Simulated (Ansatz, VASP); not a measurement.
MnSi6 in VASP and in Ansatz

```xyz
7
Lattice="4.9216 0.0000 0.0000 0.0000 4.9216 0.0000 0.0000 0.0000 4.9216" Properties=species:S:1:pos:R:3 pbc="T T T"
Mn    0.0000    0.0000    0.0000
Si    1.0335    2.4608    2.4608
Si    2.4608    1.0335    2.4608
Si    3.8881    2.4608    2.4608
Si    2.4608    3.8881    2.4608
Si    2.4608    2.4608    1.0335
Si    2.4608    2.4608    3.8881
```

Change from the starting cell: species swapped into the SiB6 type (Pm-3m, No. 221).

Alike in both runs: task relaxation of cell and atoms; functional PBE; k mesh 4 × 4 × 4; occupations gaussian, width 0.1 eV; collinear spin.

```csv
,VASP,Ansatz
version,VASP 6.6.1,Ansatz 0.2.0
potentials or method,"VASP PAW PBE potentials, release 64 (Mn_pv, Si), cutoff 600 eV","scalar-relativistic, plane waves, PAW"
valence electrons in the cell,37,39
```

```csv
,VASP,Ansatz,Ansatz less VASP
"gap on the k mesh at the Fermi level, each at its own relaxed structure (eV)",none,none,-
net moment per atom (μB),0.69,0.69,+0.001
size of the moment on the site where the two differ most (μB),4.58,5.00,+0.415
relaxed volume (Å³/atom),27.46,27.43,-0.024
relaxed cell length with the largest relative difference (Å),5.771,5.769,-0.0017
```

Site moments also hang on the region over which each program counts them. A gap of «none» marks a metal or a gap that the smearing closes. VASP's potentials hold 37 valence electrons a cell and Ansatz's 39, so a difference there can come from the potentials and not from the codes.

Noted on VASP's run: the volume moved by over 15 % at a fixed basis, so the end points are rough.
